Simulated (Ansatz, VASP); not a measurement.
## One calculation of TiC, two programs

POSCAR

```
TiC
1.0
    2.1639143223      2.1639143223      0.0000000000
   -2.1639143223      2.1639143223      0.0000000000
    0.0000000000      0.0000000000      4.1547154987
Ti C
2 2
Direct
    0.0000000000      0.0000000000      0.0000000000
    0.5000000000      0.5000000000      0.5000000000
    0.5000000000      0.5000000000      0.0000000000
    0.0000000000      0.0000000000      0.5000000000
```

File INCAR.step1:

```
SYSTEM = TiC
PREC = Accurate ; ENCUT = 520
ISMEAR = 0 ; SIGMA = 0.1
LREAL = .FALSE. ; LASPH = .TRUE.
NELM = 100 ; NBANDS = 24
GGA = PE ; ALGO = Normal
EDIFF = 1E-4 ; LWAVE = .TRUE.
LCHARG = .FALSE.
```

File INCAR.step2:

```
SYSTEM = TiC
PREC = Accurate ; ENCUT = 520
EDIFF = 1E-7 ; ISMEAR = 0
SIGMA = 0.1 ; LREAL = .FALSE.
LASPH = .TRUE. ; NELM = 100
ALGO = Normal ; ISIF = 2
LWAVE = .FALSE. ; LCHARG = .FALSE.
METAGGA = R2SCAN ; LMIXTAU = .TRUE.
NBANDS = 24 ; ISTART = 1
```

File KPOINTS:

```
regular mesh
0
G
  18 18 12
  0 0 0
```

Input for Ansatz:

```yaml
crystal:
  lattice:
    - [2.1639143223, 2.1639143223, 0.0]
    - [-2.1639143223, 2.1639143223, 0.0]
    - [0.0, 0.0, 4.1547154987]
  atoms:
    - { symbol: Ti, position: [0.0, 0.0, 0.0] }
    - { symbol: Ti, position: [0.5, 0.5, 0.5] }
    - { symbol: C, position: [0.5, 0.5, 0.0] }
    - { symbol: C, position: [0.0, 0.0, 0.5] }
basis:
  ecutwfc: 500
kpoints:
  mp_grid: { grid: [18, 18, 12] }
hamiltonian:
  xc: r2scan
scf:
  occupations: { method: gaussian, width: 0.1 }
output:
  forces: true
  stress: true
  eigenvalues: true
```

Change from the starting cell: strain along c alone, the other axes held, atoms relaxed: -4.0 %.

Alike in both runs: task single point; functional r2SCAN; k mesh 18 × 18 × 12; occupations gaussian, width 0.1 eV; no spin polarisation.

|  | VASP | Ansatz |
| --- | --- | --- |
| version | VASP 6.6.1 | Ansatz 0.2.0 |
| potentials or method | VASP PAW PBE potentials, release 64 (Ti_sv, C), cutoff 520 eV | scalar-relativistic, plane waves, PAW |
| valence electrons in the cell | 32 | 32 |

Ansatz gave:

| Item | Value |
| --- | --- |
| gap on the k mesh at the Fermi level (eV) | none |
| pressure (GPa) | 12.5 |
| traceless stress, the component that is largest in VASP (GPa) | 13.86 |

Q: Which values does VASP return?

A: gap on the k mesh at the Fermi level (eV): none; pressure (GPa): 13.6; traceless stress, the component that is largest in VASP (GPa): 14.03.

VASP's potentials were made for PBE, not for r2SCAN. A gap of «none» marks a metal or a gap that the smearing closes. With one functional, cell and mesh, what is left measures potentials, basis and numerics.
